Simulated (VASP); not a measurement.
# Hf (Fm-3m) in VASP: further runs, part 2 of 2

VASP 6.6.1.

## Step 4: Relaxation of cell and atoms, LDA

File INCAR:

```
PREC = Accurate
ENCUT = 600
EDIFF = 1E-7
ISMEAR = -1
SIGMA = 0.05
LREAL = False
LASPH = True
NELM = 100
ALGO = Normal
ISIF = 3
LWAVE = False
LCHARG = False
GGA = CA
IBRION = 2
NSW = 60
EDIFFG = -0.01
```

File KPOINTS:

```
regular mesh
0
Gamma
  10 10 10
```

File POSCAR:

```
Hf
1.0
    0.0000000000      2.2200000000      2.2200000000
    2.2200000000      0.0000000000      2.2200000000
    2.2200000000      2.2200000000      0.0000000000
Hf
1
Direct
    0.0000000000      0.0000000000      0.0000000000
```

Potentials or basis: VASP PAW LDA potentials, release 64 (Hf_pv).

Run with:

```
$ cat potpaw_LDA.64/Hf_pv/POTCAR > POTCAR
$ mpirun -np 1 vasp_std > vasp.out
```

OUTCAR:

```text
PREC = Accurate
   ENCUT = 600
   EDIFF = 1E-7
   ISMEAR = -1
   LREAL = False
   LASPH = True
   NELM = 100
   ISIF = 3
   GGA = CA
   IBRION = 2
   NSW = 60
   EDIFFG = -0.01

 ion  position               nearest neighbor table
   1  0.000  0.000  0.000-

  LATTYP: Found a face centered cubic cell.
 ALAT       =     4.4400000000

  Lattice vectors:

 A1 = (   0.0000000000,   2.2200000000,   2.2200000000)
 A2 = (   2.2200000000,   0.0000000000,   2.2200000000)
 A3 = (   2.2200000000,   2.2200000000,   0.0000000000)

Analysis of symmetry for initial positions (statically):
=====================================================================
 Subroutine PRICEL returns:
 Original cell was already a primitive cell.

 Routine SETGRP: Setting up the symmetry group for a
 face centered cubic supercell.

 Subroutine GETGRP returns: Found 48 space group operations
 (whereof 48 operations were pure point group operations)
 out of a pool of 48 trial point group operations.

The static configuration has the point symmetry O_h .

Analysis of symmetry for dynamics (positions and initial velocities):
=====================================================================
 Subroutine PRICEL returns:
 Original cell was already a primitive cell.

 Routine SETGRP: Setting up the symmetry group for a
 face centered cubic supercell.

 Subroutine GETGRP returns: Found 48 space group operations
 (whereof 48 operations were pure point group operations)
 out of a pool of 48 trial point group operations.

The dynamic configuration has the point symmetry O_h .

 Subroutine INISYM returns: Found 48 space group operations
 (whereof 48 operations are pure point group operations),
 and found     1 'primitive' translations

----------------------------------------------------------------------------------------
[... 119 lines left out ...]
   IVDW    =     0    specifies the selected vdW correction
   LEPSILON=     F    determine dielectric tensor
   LRPA    =     F    only Hartree local field effects (RPA)
 conjugate gradient relaxation of ions
 non-spin polarized calculation
  energy-cutoff  :      600.00
  volume of cell :       21.88
 maximum number of plane-waves:       745
 NGX is ok and might be reduce to    28
   NGX = 13   NGY = 13   NGZ = 13

--------------------------------------- Ionic step        1  -------------------------------------------

 number of electron      10.0000000 magnetization

 Free energy of the ion-electron system (eV)
  ---------------------------------------------------
  ext. energy  EPLUGINS =         0.00000000
  ---------------------------------------------------
  free energy    TOTEN  =       -10.61926574 eV

  energy without entropy =      -10.60835451  energy(sigma->0) =      -10.61381012

------------------------ aborting loop because EDIFF is reached ----------------------------------------

  FORCE on cell =-STRESS in cart. coord.  units (eV):
  Direction    XX          YY          ZZ          XY          YZ          ZX
  --------------------------------------------------------------------------------------
  -------------------------------------------------------------------------------------
  Total       -0.7796190     -0.7796190     -0.7796190      0.0000000     -0.0000000      0.0000000
  in kB      -57.0826470    -57.0826470    -57.0826470      0.0000000     -0.0000000      0.0000000
  external PRESSURE =     -57.0826470 kB  Pullay stress =       0.0000000 kB
[... 92 lines left out ...]
--------------------------------------- Ionic step        4  -------------------------------------------

 number of electron      10.0000000 magnetization

 Free energy of the ion-electron system (eV)
  ---------------------------------------------------
  ext. energy  EPLUGINS =         0.00000000
  ---------------------------------------------------
  free energy    TOTEN  =       -10.63972698 eV

  energy without entropy =      -10.62851876  energy(sigma->0) =      -10.63412287

 E-fermi :   5.1582     XC(G=0): -11.8137

 val. band max:        5.1107526886   @ k =  -0.2000   0.1000   0.0000
 cond. band min:       5.1649594456   @ k =   0.3000   0.0000   0.0000
 fundamental gap:      0.0542067570
 Fermi energy:         5.1581570261

 k-point     1 :       0.0000    0.0000    0.0000
  band No.  band energies     occupation
      1     -24.4384      2.00000
      2     -24.4384      2.00000
      3     -24.4384      2.00000
      4      -2.2388      2.00000
      5       6.5086      0.00000
      6       6.5086      0.00000
      7       6.5086      0.00000
      8       9.5337      0.00000
      9       9.5337      0.00000
[... 265 lines left out ...]
 k-point    24 :       0.4000    0.3000    0.0000
  band No.  band energies     occupation
      1     -25.2526      2.00000
      2     -24.7662      2.00000
      3     -24.7313      2.00000
      4       1.7507      2.00000
      5       3.4185      2.00000
      6       6.1314      0.00000
      7       9.4647      0.00000
      8      10.5986      0.00000
      9      11.7302      0.00000

 [... further k-points ...]
[... 5 lines left out ...]
  --------------------------------------------------------------------------------------
  -------------------------------------------------------------------------------------
  Total        0.0041186      0.0041186      0.0041186      0.0000000      0.0000000      0.0000000
  in kB        0.3177116      0.3177116      0.3177116      0.0000000      0.0000000      0.0000000
  external PRESSURE =       0.3177116 kB  Pullay stress =       0.0000000 kB
[... 16 lines left out ...]
  FREE ENERGIE OF THE ION-ELECTRON SYSTEM (eV)
  ---------------------------------------------------
  free  energy   TOTEN  =       -10.6397269797 eV

  energy  without entropy=      -10.6285187598  energy(sigma->0) =      -10.63412287

 reached required accuracy - stopping structural energy minimisation
```

OSZICAR:

```text
N       E                     dE             d eps       ncg     rms          rms(c)
DAV:   1     0.676983705281E+01    0.67698E+01   -0.65199E+03   862   0.116E+03
DAV:   2    -0.107311954969E+02   -0.17501E+02   -0.17075E+02  1357   0.137E+02
DAV:   3    -0.109726139267E+02   -0.24142E+00   -0.23262E+00   938   0.118E+01
[... 30 lines left out ...]
       N       E                     dE             d eps       ncg     rms          rms(c)
DAV:   1    -0.106397758789E+02   -0.52270E-04   -0.12407E-03   849   0.329E-01    0.614E-02
DAV:   2    -0.106397383634E+02    0.37515E-04   -0.48881E-05   852   0.684E-02    0.260E-02
DAV:   3    -0.106397270032E+02    0.11360E-04   -0.35938E-05   887   0.520E-02    0.183E-02
DAV:   4    -0.106397269797E+02    0.23493E-07   -0.28984E-07   894   0.594E-03
   4 F= -.10639727E+02 E0= -.10634123E+02  d E =-.204612E-01
```

Run time: 38 s. Hardware: 1 thread of Intel Xeon 6975P-C, shared host; peak memory 0.16 GiB.

Results:

| Item | Value |
| --- | --- |
| Free energy | -10.6397 eV |
| Relaxed volume | 20.77 Å³/atom |
| Relaxed cell | a = 3.085 Å, b = 3.085 Å, c = 3.085 Å, α = 60.00°, β = 60.00°, γ = 60.00° |
| Space group after relaxing (to 0.05 Å) | Fm-3m (No. 225) |
| Energy gained by relaxing | 20.5 meV/atom |
| Ionic steps | 4 |
| Pressure after relaxing | 0.0 GPa |
| Band gap on the k mesh | zero (band 5 reaches 6.51 eV, above the bottom of band 6 at 4.76 eV) |

Step by step:
| step | energy change (eV) | largest force (eV/Å) | pressure (GPa) | volume (Å³) |
| --- | --- | --- | --- | --- |
| 1 | 0.0000 | 0.0000 | -5.71 | 21.88 |
| 2 | 0.0112 | 0.0000 | 8.34 | 19.50 |
| 3 | -0.0205 | 0.0000 | -0.09 | 20.79 |
| 4 | -0.0205 | 0.0000 | 0.03 | 20.77 |

Final structure:
```
CELL_PARAMETERS angstrom
0.00000 2.18172 2.18172
2.18172 0.00000 2.18172
2.18172 2.18172 0.00000
ATOMIC_POSITIONS crystal
Hf 0.00000 0.00000 0.00000
```

Caveat: spin-orbit coupling is left out, which moves the levels of the heavy elements. Zero-point motion and thermal expansion aren't in these numbers.

## Step 5: Relaxation of cell and atoms, PBEsol

File INCAR:

```
SYSTEM = Hf
ALGO = Normal ; EDIFF = 1E-6
EDIFFG = -0.01 ; ENCUT = 600
GGA = PS ; IBRION = 2
ISIF = 3 ; ISMEAR = -1
LASPH = .TRUE. ; LCHARG = .FALSE.
LREAL = .FALSE. ; LWAVE = .FALSE.
NELM = 100 ; NSW = 60
PREC = Accurate ; SIGMA = 0.05
```

File KPOINTS:

```
k-points
0
G
  10 10 10
  0 0 0
```

POSCAR is that of step 4.

Potentials or basis: VASP PAW PBE potentials, release 64 (Hf_pv).

Run with:

```
$ cat potpaw_PBE.64/Hf_pv/POTCAR > POTCAR
$ mpirun -np 1 vasp_std > vasp.out
```

It took 30 s on 1 thread of Intel Xeon 6975P-C, shared host; peak memory 0.17 GiB.

It converged, with:

* Free energy: -10.4420 eV
* Relaxed volume: 21.47 Å³/atom
* Relaxed cell: a = 3.120 Å, b = 3.120 Å, c = 3.120 Å, α = 60.00°, β = 60.00°, γ = 60.00°
* Space group after relaxing (to 0.05 Å): Fm-3m (No. 225)
* Energy gained by relaxing: 2.7 meV/atom
* Ionic steps: 3
* Pressure after relaxing: 0.0 GPa
* Band gap on the k mesh: zero (band 5 reaches 6.28 eV, above the bottom of band 6 at 4.47 eV)

Step by step:
```csv
step,energy change (eV),largest force (eV/Å),pressure (GPa),volume (Å³)
1,0.0000,0.0000,-2.06,21.88
2,0.0010,0.0000,2.60,21.00
3,-0.0027,0.0000,-0.01,21.47
```

Final structure:
```
CELL_PARAMETERS angstrom
0.00000 2.20607 2.20607
2.20607 0.00000 2.20607
2.20607 2.20607 0.00000
ATOMIC_POSITIONS crystal
Hf 0.00000 0.00000 0.00000
```

Levels at points of the mesh, in eV from the Fermi level:
```
           k point  band 3  band 4  band 5  band 6  band 7  band 8
(0.00, 0.00, 0.00)  -29.82   -7.37    1.40    1.40    1.40    4.33
(0.50, 0.00, 0.00)  -29.94   -3.77    0.74    1.16    1.16    6.59
(0.50, 0.50, 0.00)  -30.15   -3.45   -2.29    2.76    6.59    7.26
```

Caveat: the PAW data sets were made with another functional, which shifts forces and pressure a little; spin-orbit coupling is left out, which moves the levels of the heavy elements.

## Step 6: The runs side by side

```csv
task,level,potentials or basis,cell,cutoff (eV),gap on the mesh (eV),pressure (GPa),relaxed volume (Å³/atom)
single point,revPBE,"VASP PAW PBE potentials, release 64 (Hf_pv)","a = 3.140 Å, angles 60.0°, 1 atom",520,none,4.7,-
single point,RPBE,"VASP PAW PBE potentials, release 64 (Hf_pv)","a = 3.201 Å, angles 60.0°, 1 atom",520,none,-0.5,-
relaxation of cell and atoms,LDA,"VASP PAW LDA potentials, release 64 (Hf_pv)","relaxed from a = 3.140 Å, angles 60.0°, 1 atom",600,none,0.0,20.77
relaxation of cell and atoms,PBEsol,"VASP PAW PBE potentials, release 64 (Hf_pv)","relaxed from a = 3.140 Å, angles 60.0°, 1 atom",600,none,0.0,21.47
```

Alike in all rows: no spin polarisation; k mesh 10 × 10 × 10; smearing fermi-dirac 0.05 eV.

Caveats: spin-orbit coupling is left out, which moves the levels of the heavy elements; the PAW data sets were made with another functional, which shifts forces and pressure a little (some runs).

Total energies depend on the potentials used, so only differences within one code and one set of settings carry meaning.
